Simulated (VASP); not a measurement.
Input of a VASP 6.6.1 run:

The input INCAR:

```
PREC     = Accurate       # precision mode
ENCUT    = 520            # plane-wave cutoff, eV
EDIFF    = 1E-6           # SCF threshold, eV
ISMEAR   = 1              # smearing method
SIGMA    = 0.02           # smearing width, eV
LREAL    = False          # projectors in reciprocal space
LASPH    = True           # aspherical terms in the spheres
NELM     = 100            # most SCF steps
ALGO     = Normal         # electronic algorithm
ISIF     = 2              # what is computed and relaxed
LWAVE    = False          # write WAVECAR
LCHARG   = False          # write CHGCAR
GGA      = PS             # functional
IBRION   = 2              # ionic algorithm
NSW      = 80             # ionic steps
EDIFFG   = -0.02          # ionic threshold
```

Contents of KPOINTS:

```
Automatic mesh
0
Gamma
  1 1 1
```

POSCAR

```
N
1.0
    9.0000000000      0.0000000000      0.0000000000
    0.0000000000      9.5000000000      0.0000000000
    0.0000000000      0.0000000000     10.0000000000
N
2
Direct
    0.5000000000      0.5000000000      0.4445000000
    0.5000000000      0.5000000000      0.5555000000
```

Potentials or basis: VASP PAW PBE potentials, release 64 (N).

Command:

```console
$ cat potpaw_PBE.64/N/POTCAR > POTCAR
$ mpirun -np 1 vasp_gam > vasp.out
```

(1) Estimate the energy gained by relaxing.

(2) Predict the gap between the frontier levels.

Results:

(1) 0.1 meV/atom.

(2) 8.05 eV.

Caveat: the standard files for N, O and F lose accuracy on very short bonds.
